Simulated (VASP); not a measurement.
Write the native input for VASP 6.6.1 that does the following.

```yaml
Task: single point
Functional: r2SCAN
Potentials_or_basis: VASP PAW PBE potentials, release 64 (La)
Cutoff: 520 eV
k_mesh: 7 × 7 × 4
Occupations: fermi-dirac, width 0.1 eV
Spin: no spin polarisation
Dipole_correction: no
Further_INCAR_settings: ALGO = Normal; EDIFF = 1e-06; NBANDS = 18
```

Crystal: La.

```
La
1.0
     3.79212    0.00000    0.00000
    -1.89606    3.28407    0.00000
     0.00000    0.00000    6.14899
La
2
Direct
  0.33333 0.66667 0.25000
  0.66667 0.33333 0.75000
```

These files were run (other wordings do the same):

POSCAR

```
La
1.0
    3.7921201024      0.0000000000      0.0000000000
   -1.8960600512      3.2840723429      0.0000000000
    0.0000000000      0.0000000000      6.1489908521
La
2
Direct
    0.3333333333      0.6666666667      0.2500000000
    0.6666666667      0.3333333333      0.7500000000
```

INCAR.step1

```
ALGO     = Normal         # electronic algorithm
EDIFF    = 1E-4           # SCF threshold, eV
ENCUT    = 520            # plane-wave cutoff, eV
GGA      = PE             # functional
ISMEAR   = -1             # smearing method
LASPH    = True           # aspherical terms in the spheres
LCHARG   = False          # write CHGCAR
LREAL    = False          # projectors in reciprocal space
LWAVE    = True           # write WAVECAR
NBANDS   = 18             # bands
NELM     = 60             # most SCF steps
PREC     = Accurate       # precision mode
SIGMA    = 0.1            # smearing width, eV
```

INCAR.step2

```
ALGO     = Normal         # electronic algorithm
EDIFF    = 1E-6           # SCF threshold, eV
ENCUT    = 520            # plane-wave cutoff, eV
ISIF     = 2              # what is computed and relaxed
ISMEAR   = -1             # smearing method
ISTART   = 1            
LASPH    = True           # aspherical terms in the spheres
LCHARG   = False          # write CHGCAR
LMIXTAU  = True         
LREAL    = False          # projectors in reciprocal space
LWAVE    = False          # write WAVECAR
METAGGA  = R2SCAN         # meta-GGA
NBANDS   = 18             # bands
NELM     = 60             # most SCF steps
PREC     = Accurate       # precision mode
SIGMA    = 0.1            # smearing width, eV
```

KPOINTS

```
k-points
0
Gamma
  7 7 4
```

Potentials or basis: VASP PAW PBE potentials, release 64 (La).

The run is started by

```console
$ cat potpaw_PBE.64/La/POTCAR > POTCAR
$ cp INCAR.step1 INCAR
$ mpirun -np 1 vasp_std > vasp.out
$ cp INCAR.step2 INCAR
$ mpirun -np 1 vasp_std > vasp.out
```

Results of the run:

* Pressure: 0.1 GPa
* Band gap on the k mesh: zero (bands 11 and 12 overlap by 1.59 eV)

Caveat: the PAW data sets were made with another functional, which shifts forces and pressure a little; spin-orbit coupling is left out, which moves the levels of the heavy elements.

Wall time 4.6 min on 1 thread of Intel Xeon 8259CL, on a shared host, peak memory 0.22 GiB.
